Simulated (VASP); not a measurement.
**Ti: single point with PBEsol**

Ti:

```xyz
1
Lattice="0.0000 2.0345 2.0345 2.0345 0.0000 2.0345 2.0345 2.0345 0.0000" Properties=species:S:1:pos:R:3 pbc="T T T"
Ti    0.0000    0.0000    0.0000
```

* Program: VASP 6.6.1
* Task: single point
* Functional: PBEsol
* Potentials or basis: VASP PAW PBE potentials, release 64 (Ti_sv)
* Cutoff: 520 eV
* k mesh: 14 × 14 × 14
* Occupations: fermi-dirac, width 0.136057 eV
* Spin: no spin polarisation

* Pressure: -0.8 GPa
* Band gap on the k mesh: zero (band 6 reaches 9.32 eV, above the bottom of band 7 at 8.00 eV)

Levels at points of the mesh, in eV from the Fermi level:
```
           k point  band 3  band 4  band 5  band 6  band 7  band 8  band 9  band 10
(0.00, 0.00, 0.00)  -32.34  -32.34   -6.17    0.90    0.90    0.90    2.59     2.59
(0.50, 0.00, 0.00)  -32.43  -32.43   -2.67    0.72    0.77    0.77    3.73     3.73
(0.50, 0.50, 0.00)  -32.60  -32.60   -2.69   -1.79    2.98    3.71    4.03     4.03
```

It took 14 s on 1 thread of Intel Xeon 6975P-C, with other jobs on the host, peak memory 0.15 GiB.

Caveat: the PAW data sets were made with another functional, which shifts forces and pressure a little.
